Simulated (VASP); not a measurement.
The system is PbO2.

```
Pb O
1.0
     0.00000    2.57000    2.57000
     2.57000    0.00000    2.57000
     2.57000    2.57000    0.00000
Pb O
1 2
Direct
  0.00000 0.00000 0.00000
  0.25000 0.25000 0.25000
  0.75000 0.75000 0.75000
```

* Program: VASP 6.6.1
* Task: relaxation of cell and atoms
* Functional: PBEsol
* Potentials or basis: VASP PAW PBE potentials, release 64 (Pb_d, O)
* Cutoff: 600 eV
* k mesh: 6 × 6 × 6
* Occupations: methfessel-paxton, width 0.01 eV
* Spin: no spin polarisation

At the start: pressure 22.0 GPa; volume 11.32 Å³/atom.

Problem. How do energy, volume and symmetry change on relaxing?

Solution. Over 4 steps the energy falls by 79.6 meV/atom and the volume is 12.60 Å³/atom (+11.4 %); space group Fm-3m (No. 225, to 0.1 Å) before and after.

The path:
| step | energy change (eV) | largest force (eV/Å) | pressure (GPa) | volume (Å³) |
| --- | --- | --- | --- | --- |
| 1 | 0.0000 | 0.0000 | 21.97 | 33.95 |
| 2 | -0.0469 | 0.0000 | -12.78 | 42.16 |
| 3 | -0.2388 | 0.0000 | -0.25 | 37.89 |
| 4 | -0.2389 | 0.0000 | 0.08 | 37.81 |

Final structure:
```xyz
3
Lattice="0.0000 2.6640 2.6640 2.6640 0.0000 2.6640 2.6640 2.6640 0.0000" Properties=species:S:1:pos:R:3 pbc="T T T"
Pb    0.0000    0.0000    0.0000
O     1.3320    1.3320    1.3320
O     3.9960    3.9960    3.9960
```

Caveat: the PAW data sets were made with another functional, which shifts forces and pressure a little.
